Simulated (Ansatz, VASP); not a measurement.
# One calculation of Si, two programs

```
CELL_PARAMETERS angstrom
0.00000 5.43000 5.43000
5.43000 0.00000 5.43000
5.43000 5.43000 0.00000
ATOMIC_POSITIONS crystal
Si 0.99982 0.99987 0.99991
Si 0.12441 0.12447 0.12450
Si 0.00272 0.00288 0.49694
Si 0.12411 0.12435 0.62628
Si 0.00264 0.49695 0.00289
Si 0.12401 0.62626 0.12443
Si 0.00269 0.49685 0.49689
Si 0.13096 0.62283 0.62282
Si 0.49694 0.00270 0.00279
Si 0.62624 0.12412 0.12430
Si 0.49664 0.00295 0.49675
Si 0.62266 0.13123 0.62266
Si 0.49654 0.49659 0.00313
Si 0.62255 0.62256 0.13136
Si 0.49958 0.49985 0.49999
Si 0.62244 0.62270 0.62288
Si 0.74952 0.74978 0.74990
```

Alike in both runs: functional PBE; k mesh 2 × 2 × 2; occupations fermi-dirac, width 0.02 eV; no spin polarisation.

Ansatz relaxed the structure, and its values are those at the end. VASP's run is a single point on that final structure, the one shown.

|  | VASP | Ansatz |
| --- | --- | --- |
| version | VASP 6.6.1 | Ansatz 0.2.0 |
| potentials or method | VASP PAW PBE potentials, release 64 (Si), cutoff 520 eV | scalar-relativistic, plane waves, PAW |
| valence electrons in the cell | 68 | 68 |

```tsv
	VASP	Ansatz	Ansatz less VASP
rms of the force components (eV/Å)	0.007	0.007	-0.0002
```

The k mesh is coarse, so the values compare programs but aren't converged.
